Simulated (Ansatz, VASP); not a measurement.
## One calculation of ZnO, two programs

```
Zn O
1.0
     3.18441    0.00000    0.00000
    -1.59221    2.75778    0.00000
     0.00000    0.00000    5.20380
Zn O
2 2
Direct
  0.33333 0.66667 0.00000
  0.66667 0.33333 0.50000
  0.33333 0.66667 0.38210
  0.66667 0.33333 0.88210
```

Change from the starting cell: equal xx and yy strain of -2 %, crystal datasets.

Alike in both runs: task electric field gradients; functional LDA; k mesh 11 × 11 × 6; occupations fermi-dirac, width 0.02 eV; no spin polarisation.

```csv
,VASP,Ansatz
version,VASP 6.6.1,Ansatz 0.2.0
potentials or method,"VASP PAW LDA potentials, release 64 (Zn, O), cutoff 520 eV","all-electron PAW with datasets made for the crystal, scalar-relativistic"
```

Ansatz gave:

```
gap on the k mesh at the Fermi level (eV)                     : 0.78
pressure (GPa)                                                : -1.1
traceless stress, the component that is largest in VASP (GPa) : -2.89
rms of the force components (eV/Å)                            : 0.123
size of Vzz on the site where it differs most (V/Å²)          : 16.6
```

Question: Which values does VASP return?

Answer: gap on the k mesh at the Fermi level (eV): 0.78; pressure (GPa): 0.1; traceless stress, the component that is largest in VASP (GPa): -3.04; rms of the force components (eV/Å): 0.131; size of Vzz on the site where it differs most (V/Å²): 18.4.

LDA's correlation is that of Perdew and Zunger in VASP and of Perdew and Wang (1992) in Ansatz. Atom by atom the forces differ by 0.008 eV/Å (rms over components). Ansatz ran all-electron here, and VASP with PAW potentials.
